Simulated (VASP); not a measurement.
Here is a VASP 6.6.1 calculation.

File INCAR:

```
SYSTEM = Al12NO
PREC = Accurate
ENCUT = 520
EDIFF = 1E-6
ISMEAR = 0
SIGMA = 0.1
LREAL = .FALSE.
LASPH = .TRUE.
NELM = 150
ALGO = Normal
ISIF = 2
LWAVE = .FALSE.
LCHARG = .FALSE.
ISPIN = 2
MAGMOM = 0 0 0 0 0 0 0 0 0 0 0 0 1 0
LORBIT = 11
LDIPOL = .TRUE.
IDIPOL = 3
DIPOL = 0.5 0.5 0.293
GGA = PE
NBANDS = 40
```

File KPOINTS:

```
Automatic mesh
0
G
  5 5 1
  0 0 0
```

POSCAR

```
Al12NO
1.0
    5.7143028096      0.0000000000      0.0000000000
    0.0000000000      5.7143028096      0.0000000000
    0.0000000000      0.0000000000     22.1750227966
Al N O
12 1 1
Direct
    0.2500000000      0.2500000000      0.1803831291
    0.2500000000      0.7500000000      0.1803831291
    0.7500000000      0.2500000000      0.1803831291
    0.7500000000      0.7500000000      0.1803831291
    0.0000000000      0.0000000000      0.2744094953
    0.0000000000      0.5000000000      0.2744094953
    0.5000000000      0.0000000000      0.2744094953
    0.5000000000      0.5000000000      0.2744094953
    0.2500000000      0.2500000000      0.3686590481
    0.2500000000      0.7500000000      0.3686590481
    0.7500000000      0.2500000000      0.3686590481
    0.7500000000      0.7500000000      0.3686590481
    0.3607879165      0.5000000000      0.4047356740
    0.6392120835      0.5000000000      0.4047356740
```

Potentials or basis: VASP PAW PBE potentials, release 64 (Al, N, O).

Launch:

```sh
$ cat potpaw_PBE.64/Al/POTCAR potpaw_PBE.64/N/POTCAR potpaw_PBE.64/O/POTCAR > POTCAR
$ mpirun -np 1 vasp_std > vasp.out
```

Task: Estimate the net moment.

Result: 0.00 μB per cell.

Task: What does it give for the largest force?

Result: 2.929 eV/Å.

Forces on the atoms (eV/Å):
```
Al   0.000 -0.002  0.074
Al   0.000  0.002  0.074
Al   0.005  0.034  0.052
Al   0.005 -0.034  0.052
Al  -0.044  0.000 -0.159
Al  -0.163  0.000 -0.152
Al   0.067  0.000  0.222
Al   0.119  0.000 -0.699
Al  -1.402 -2.374 -0.987
Al  -1.402  2.374 -0.987
Al   1.110 -1.943 -0.906
Al   1.110  1.943 -0.906
N    1.033  0.000  2.145
O   -0.437  0.000  2.178
```
